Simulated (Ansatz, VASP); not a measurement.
# MgO: VASP beside Ansatz

POSCAR

```
MgO
1.0
    3.3028386699      0.0000000000      0.0000000000
   -1.6514193350      2.8603421927      0.0000000000
    0.0000000000      0.0000000000      5.0202782649
Mg O
2 2
Direct
    0.3333333333      0.6666666667      0.0037134796
    0.6666666667      0.3333333333      0.5037134796
    0.3333333333      0.6666666667      0.4008865204
    0.6666666667      0.3333333333      0.9008865204
```

File INCAR.step1:

```
SYSTEM = MgO
ALGO = Normal
EDIFF = 1E-5
ENCUT = 520
GGA = PE
ISIF = 2
ISMEAR = 0
LASPH = .TRUE.
LREAL = .FALSE.
LWAVE = .TRUE.
NBANDS = 16
NELM = 80
PREC = Accurate
SIGMA = 0.01
```

INCAR.step2

```
SYSTEM = MgO
AEXX = 0.25
ALGO = Normal
EDIFF = 1E-6
ENCUT = 520
GGA = PE
ISIF = 2
ISMEAR = 0
ISTART = 1
LASPH = .TRUE.
LCHARG = .TRUE.
LELF = .TRUE.
LHFCALC = .TRUE.
LREAL = .FALSE.
LVHAR = .TRUE.
LWAVE = .FALSE.
NBANDS = 16
NELM = 80
PREC = Accurate
PRECFOCK = Normal
SIGMA = 0.01
```

Contents of KPOINTS:

```
k-points
0
G
  6 6 4
  0 0 0
```

Input for Ansatz:

```yaml
crystal:
  lattice:
    - [3.3028386699, 0.0, 0.0]
    - [-1.651419335, 2.8603421927, 0.0]
    - [0.0, 0.0, 5.0202782649]
  atoms:
    - { symbol: Mg, position: [0.3333333333, 0.6666666667, 0.0037134796] }
    - { symbol: Mg, position: [0.6666666667, 0.3333333333, 0.5037134796] }
    - { symbol: O, position: [0.3333333333, 0.6666666667, 0.4008865204] }
    - { symbol: O, position: [0.6666666667, 0.3333333333, 0.9008865204] }
basis:
  ecutwfc: 420
kpoints:
  mp_grid: { grid: [6, 6, 4] }
  band_path:
    path:
      - [0.0, 0.0, 0.0]
      - [0.5, 0.0, 0.0]
      - [0.3333333333, 0.3333333333, 0.0]
      - [0.0, 0.0, 0.5]
      - [0.5, 0.0, 0.5]
      - [0.3333333333, 0.3333333333, 0.5]
    npoints: 1
hamiltonian:
  xc: pbe0
scf:
  occupations: { method: fixed }
  n_extra_bands: 5
output:
  eigenvalues: true
```

Alike in both runs: task single point; functional PBE0; k mesh 6 × 6 × 4; no spin polarisation.

```csv
,VASP,Ansatz
version,VASP 6.6.1,Ansatz 0.2.0
potentials or method,"VASP PAW PBE potentials, release 64 (Mg, O), cutoff 520 eV","scalar-relativistic, plane waves, PAW"
occupations,"gaussian, width 0.01 eV",fixed
valence electrons in the cell,16,32
```

```tsv
	VASP	Ansatz	Ansatz less VASP
gap on the k mesh at the Fermi level (eV)	5.78	5.80	+0.015
least direct gap on the mesh (eV)	5.78	5.80	+0.015
```

VASP's potentials hold 16 valence electrons a cell and Ansatz's 32, so a difference there can come from the potentials and not from the codes.
